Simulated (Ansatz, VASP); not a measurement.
One calculation of ZnO, two programs

The input INCAR:

```
SYSTEM = ZnO
PREC = Accurate
ENCUT = 600
EDIFF = 1E-6
ISMEAR = 0
SIGMA = 0.01
LREAL = .False.
LASPH = .True.
NELM = 120
ALGO = Normal
ISIF = 2
LWAVE = .False.
LCHARG = .True.
GGA = PE
LELF = .True.
LVHAR = .True.
NBANDS = 26
GGA_COMPAT = .False.
```

The input KPOINTS:

```
Automatic mesh
0
Gamma
  2 2 2
  0 0 0
```

Contents of POSCAR:

```
ZnO
1.0
    3.4165334633      0.0000000000      0.0000000000
   -1.7082667316      2.9588047721      0.0000000000
    0.0000000000      0.0000000000      4.4775676713
Zn O
2 2
Direct
    0.3333333333      0.6666666667      0.2500000000
    0.6666666667      0.3333333333      0.7500000000
    0.6666666667      0.3333333333      0.2500000000
    0.3333333333      0.6666666667      0.7500000000
```

Input for Ansatz:

```yaml
crystal:
  lattice:
    - [3.4165334633, 0.0, 0.0]
    - [-1.7082667316, 2.9588047721, 0.0]
    - [0.0, 0.0, 4.4775676713]
  atoms:
    - { symbol: Zn, position: [0.3333333333, 0.6666666667, 0.25] }
    - { symbol: Zn, position: [0.6666666667, 0.3333333333, 0.75] }
    - { symbol: O, position: [0.6666666667, 0.3333333333, 0.25] }
    - { symbol: O, position: [0.3333333333, 0.6666666667, 0.75] }
kpoints:
  mp_grid: { grid: [2, 2, 2] }
hamiltonian:
  xc: pbe
scf:
  occupations: { method: fixed }
  n_extra_bands: 5
output:
  forces: true
  stress: true
  eigenvalues: true
```

Alike in both runs: task single point; functional PBE; k mesh 2 × 2 × 2; no spin polarisation.

|  | VASP | Ansatz |
| --- | --- | --- |
| version | VASP 6.6.1 | Ansatz 0.2.0 |
| potentials or method | VASP PAW PBE potentials, release 64 (Zn, O) | plane waves |
| plane-wave cutoff (eV) | 600 | 420 |
| occupations | gaussian, width 0.01 eV | fixed |
| valence electrons in the cell | 36 | 36 |

```tsv
	VASP	Ansatz	Ansatz less VASP
gap on the k mesh at the Fermi level (eV)	0.99	1.01	+0.020
pressure (GPa)	8.1	7.1	-0.98
traceless stress, the component that is largest in VASP (GPa)	-7.34	-6.81	+0.529
```

The k mesh is coarse, so the values compare programs but aren't converged.
